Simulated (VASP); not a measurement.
Set up this calculation in VASP 6.6.1, as the native input.

| Quantity | Value |
| --- | --- |
| Task | single point |
| Functional | r2SCAN |
| Potentials or basis | VASP PAW PBE potentials, release 64 (Si) |
| Cutoff | 550 eV |
| k mesh | 9 × 9 × 14 |
| Occupations | fermi-dirac, width 0.1 eV |
| Spin | no spin polarisation |
| Dipole correction | no |
| Further INCAR settings | ALGO = Normal; EDIFF = 1e-06; NBANDS = 13 |

Si:

```xyz
3
Lattice="4.6017 0.0000 0.0000 -2.3009 3.9852 0.0000 0.0000 0.0000 2.6380" Properties=species:S:1:pos:R:3 pbc="T T T"
Si    0.0000    0.0000    0.0000
Si    0.0000    2.6568    1.3190
Si    2.3009    1.3284    1.3190
```

This isn't the form of Si at room conditions, which is diamond.

These files were run (other wordings do the same):

POSCAR

```
Si
1.0
    4.6017243764      0.0000000000      0.0000000000
   -2.3008621882      3.9852102111      0.0000000000
    0.0000000000      0.0000000000      2.6380498211
Si
3
Direct
    0.0000000000      0.0000000000      0.0000000000
    0.3333333333      0.6666666667      0.5000000000
    0.6666666667      0.3333333333      0.5000000000
```

INCAR.step1

```
SYSTEM = Si
PREC     = Accurate       ! precision mode
ENCUT    = 550            ! plane-wave cutoff, eV
ISMEAR   = -1             ! smearing method
SIGMA    = 0.1            ! smearing width, eV
LREAL    = .False.        ! projectors in reciprocal space
LASPH    = .True.         ! aspherical terms in the spheres
NELM     = 120            ! most SCF steps
NBANDS   = 13             ! bands
GGA      = PE             ! functional
ALGO     = Normal         ! electronic algorithm
EDIFF    = 1E-5           ! SCF threshold, eV
LWAVE    = .True.         ! write WAVECAR
LCHARG   = .False.        ! write CHGCAR
GGA_COMPAT= .False.
```

INCAR.step2

```
SYSTEM = Si
PREC     = Accurate       ! precision mode
ENCUT    = 550            ! plane-wave cutoff, eV
EDIFF    = 1E-6           ! SCF threshold, eV
ISMEAR   = -1             ! smearing method
SIGMA    = 0.1            ! smearing width, eV
LREAL    = .False.        ! projectors in reciprocal space
LASPH    = .True.         ! aspherical terms in the spheres
NELM     = 120            ! most SCF steps
ALGO     = Normal         ! electronic algorithm
ISIF     = 2              ! what is computed and relaxed
LWAVE    = .False.        ! write WAVECAR
LCHARG   = .False.        ! write CHGCAR
METAGGA  = R2SCAN         ! meta-GGA
LMIXTAU  = .True.       
NBANDS   = 13             ! bands
ISTART   = 1            
GGA_COMPAT= .False.
```

KPOINTS

```
regular mesh
0
Gamma
  9 9 14
  0 0 0
```

Potentials or basis: VASP PAW PBE potentials, release 64 (Si).

The run is started by

```console
$ cat potpaw_PBE.64/Si/POTCAR > POTCAR
$ cp INCAR.step1 INCAR
$ mpirun -np 1 vasp_std > vasp.out
$ cp INCAR.step2 INCAR
$ mpirun -np 1 vasp_std > vasp.out
```

Results of the run:

```yaml
Pressure: -8.2 GPa
Band_gap_on_the_k_mesh: zero (bands 6 and 7 overlap by 6.88 eV)
```

Caveat: the cell stands under tension; the PAW data sets were made with another functional, which shifts forces and pressure a little.

Run time: 3.2 min on 1 thread of Intel Xeon 8259CL, on a shared host, peak memory 0.19 GiB.
